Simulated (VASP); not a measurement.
**BN: single point with PBE**

The system is BN.

```
B N
1.0
    -0.13593    1.78068    1.81239
     1.81239   -0.13593    1.81239
     1.67646    1.64475    0.00000
B N
1 1
Direct
  0.00000 0.00000 0.00000
  0.75000 0.75000 0.75000
```

This cell differs from its parent crystal: engineering shear strain xz -0.1500, normal strain along z -0.0175.

| Property | Result |
| --- | --- |
| Program | VASP 6.6.1 |
| Task | single point |
| Functional | PBE |
| Potentials or basis | VASP PAW PBE potentials, release 64 (B, N) |
| Cutoff | 520 eV |
| k mesh | 12 × 12 × 12 |
| Occupations | gaussian, width 0.05 eV |
| Spin | no spin polarisation |
| Dipole correction | no |
| Further INCAR settings | ALGO = Normal; EDIFF = 1e-06; NBANDS = 11 |

```json
{
 "Pressure": "18.0 GPa",
 "Largest force": "0.411 eV/Å",
 "Band gap on the k mesh": "3.03 eV, indirect (least direct gap 6.16 eV)"
}
```

Forces on the atoms (eV/Å):
```
B    0.000  0.000  0.411
N    0.000  0.000 -0.411
```

Stress tensor (GPa, compression positive):
```
18.53 73.08  0.00
73.08 28.55  0.00
 0.00  0.00  6.98
```

Levels at points of the mesh, in eV from the valence-band top:
```csv
k point,band 2,band 3,band 4,band 5,band 6,band 7
"(0.00, 0.00, 0.00)",-0.82,-0.77,0.00,6.16,6.47,10.64
"(0.50, 0.00, 0.00)",-11.50,-2.02,-1.62,8.42,12.05,12.56
"(0.50, 0.50, 0.00)",-9.59,-6.70,-3.80,3.03,10.66,17.47
"(0.00, 0.00, 0.50)",-11.10,-3.28,-2.66,8.09,8.98,11.00
"(0.50, 0.00, 0.50)",-9.41,-5.55,-5.43,3.82,8.62,16.17
"(0.00, 0.50, 0.50)",-9.66,-5.30,-5.21,4.13,9.04,16.14
```

Run time: 19 s on 1 thread of Intel(R) Xeon(R) 6975P-C (Granite Rapids) (shared host), peak memory 0.16 GiB.

Caveat: the cell differs from its parent crystal (engineering shear strain xz -0.1500, normal strain along z -0.0175). A k mesh can miss the band edges.
